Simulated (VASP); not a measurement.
Write the native input for VASP 6.6.1 that does the following.

- Task: single point
- Functional: PBE
- Potentials or basis: VASP PAW PBE potentials, release 64 (Bi_d, Pb_d, Te, Pt)
- Cutoff: 520 eV
- k mesh: 5 × 5 × 1
- Occupations: fermi-dirac, width 0.1 eV
- Spin: no spin polarisation
- Dipole correction: no
- Further INCAR settings: ALGO = Normal; EDIFF = 1e-06; NBANDS = 60

The structure of Bi2Te2Pt3Pb2 lies in POSCAR:

```
Bi2Te2Pt3Pb2
1.0
    2.1107840000      3.6559830000      0.0000000000
   -2.1107840000      3.6559830000      0.0000000000
    0.0000000000      0.0000000000     16.7986060000
Bi Pb Te Pt
2 2 2 3
Direct
    0.0000000000      0.0000000000      0.1947700000
    0.0000000000      0.0000000000      0.8052300000
    0.3333300000      0.3333400000      0.6012300000
    0.6666700000      0.6666600000      0.3987700000
    0.3333300000      0.3333400000      0.9106000000
    0.6666700000      0.6666600000      0.0894000000
    0.3333300000      0.3333400000      0.2981700000
    0.6666700000      0.6666600000      0.7018300000
    0.0000000000      0.0000000000      0.5000000000
```

The input as run:

INCAR

```
SYSTEM = Bi2Te2Pt3Pb2
  ALGO = Normal
  EDIFF = 1E-6
  ENCUT = 520
  GGA = PE
  ISIF = 2
  ISMEAR = -1
  LASPH = .True.
  LCHARG = .False.
  LREAL = .False.
  LWAVE = .False.
  NBANDS = 60
  NELM = 80
  PREC = Accurate
  SIGMA = 0.1
```

KPOINTS

```
k-points
0
Gamma
  5 5 1
  0 0 0
```

Potentials or basis: VASP PAW PBE potentials, release 64 (Bi_d, Pb_d, Te, Pt).

Launch:

```bash
$ cat potpaw_PBE.64/Bi_d/POTCAR potpaw_PBE.64/Pb_d/POTCAR potpaw_PBE.64/Te/POTCAR potpaw_PBE.64/Pt/POTCAR > POTCAR
$ mpirun -np 1 vasp_std > vasp.out
```

It gave:

```
Pressure               : -2.4 GPa
Largest force          : 1.191 eV/Å
Band gap on the k mesh : zero (bands 50 and 51 overlap by 0.50 eV)
```

Caveat: the k points lie up to 0.37 Å⁻¹ apart; spin-orbit coupling is left out, which moves the levels of the heavy elements; this functional lacks dispersion, which binds the layers, so the pressure and a relaxed spacing across them are unreliable; forces of over 1 eV/Å act on the atoms, so gaps and moduli don't describe the material at rest.

Run time: 4.8 min on 1 thread of Intel Xeon 8259CL, on a shared host, peak memory 0.44 GiB.
